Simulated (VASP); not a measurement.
Runs of VASP 6.6.1 on TiC. The structure is that of space group Fm-3m (No. 225), or close to it. The cells are those of the table. 

```csv
task,cell,cutoff (eV),gap on the mesh (eV),pressure (GPa)
single point,"a = 3.041 Å, angles 60.0°, 2 atoms",520,none,6.0
single point,"a = 3.060 Å, angles 60.0°, 2 atoms",520,none,(b)
single point,"a = 2.993 Å, angles 60.0°, 2 atoms",520,none,21.1
single point,"a = 3.068 Å, angles 60.0°, 2 atoms",520,none,-1.1
relaxation of cell and atoms,"relaxed to 20 GPa from a = 2.992 Å, angles 60.0°, 2 atoms",600,none,20.0
single point,"a = 3.024 Å, angles 60.0°, 2 atoms",520,none,11.0
single point,"a = 2.940 Å, angles 60.0°, 2 atoms",520,none,(a)
single point,"a = 3.053 Å, angles 60.0°, 2 atoms",520,none,3.0
```

Alike in all rows: level r2SCAN; potentials or basis VASP PAW PBE potentials, release 64 (Ti_sv, C); no spin polarisation; k mesh 16 × 16 × 16; smearing gaussian 0.1 eV.

Task: Fill in the values left out.

Result: (a) 41.3; (b) 1.0.

Caveats: the PAW data sets were made with another functional, which shifts forces and pressure a little; the cell stands under pressure (at least some runs); the cell is relaxed towards a set pressure, so the run minimises the enthalpy, not the energy (at least some runs).

A gap of «none» marks levels without a gap at the run's occupations.
